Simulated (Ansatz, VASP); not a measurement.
# One calculation of K2S, two programs

```xyz
3
Lattice="0.0000 3.8511 3.8511 3.8511 0.0000 3.8511 3.8511 3.8511 0.0000" Properties=species:S:1:pos:R:3 pbc="T T T"
K     1.9255    1.9255    1.9255
K     5.7766    5.7766    5.7766
S     0.0000    0.0000    0.0000
```

Alike in both runs: task single point; functional PBE; k mesh 6 × 6 × 6; occupations gaussian, width 0.02 eV; no spin polarisation.

|  | VASP | Ansatz |
| --- | --- | --- |
| version | VASP 6.6.1 | Ansatz 0.2.0 |
| potentials or method | VASP PAW PBE potentials, release 64 (K_sv, S), cutoff 500 eV | scalar-relativistic, plane waves, PAW |
| valence electrons in the cell | 24 | 24 |

```csv
,VASP,Ansatz,Ansatz less VASP
gap on the k mesh at the Fermi level (eV),2.09,2.09,+0.001
least direct gap on the mesh (eV),2.19,2.19,+0.003
pressure (GPa),-1.4,-1.4,-0.01
```
